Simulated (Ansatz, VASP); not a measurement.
SiO2 in VASP and in Ansatz

```
Si O
1.0
     3.96843    0.00000    0.00000
     0.00000    3.96843    0.00000
     0.00000    0.00000    2.45090
Si O
2 4
Cartesian
  1.9842 1.9842 1.2255
  0.0000 0.0000 0.0000
  2.7558 2.7558 0.0000
  0.7716 3.1969 1.2255
  1.2127 1.2127 0.0000
  3.1969 0.7716 1.2255
```

Alike in both runs: task single point; functional LDA; k mesh 6 × 6 × 10; occupations gaussian, width 0.05 eV; no spin polarisation.

```csv
,VASP,Ansatz
version,VASP 6.6.1,Ansatz 0.2.0
potentials or method,"VASP PAW LDA potentials, release 64 (Si, O), cutoff 520 eV","scalar-relativistic, plane waves, PAW"
valence electrons in the cell,32,32
```

Ansatz gave:

| Item | Value |
| --- | --- |
| gap on the k mesh at the Fermi level (eV) | 7.64 |
| least direct gap on the mesh (eV) | 7.64 |
| rms of the force components (eV/Å) | 0.711 |

Problem. Which values does VASP return?

Solution. gap on the k mesh at the Fermi level (eV): 7.58; least direct gap on the mesh (eV): 7.58; rms of the force components (eV/Å): 0.744.

Ansatz warns that its potentials were made for another functional, while VASP's fit it. LDA's correlation is that of Perdew and Zunger in VASP and of Perdew and Wang (1992) in Ansatz. Atom by atom the forces differ by 0.033 eV/Å (rms over components).
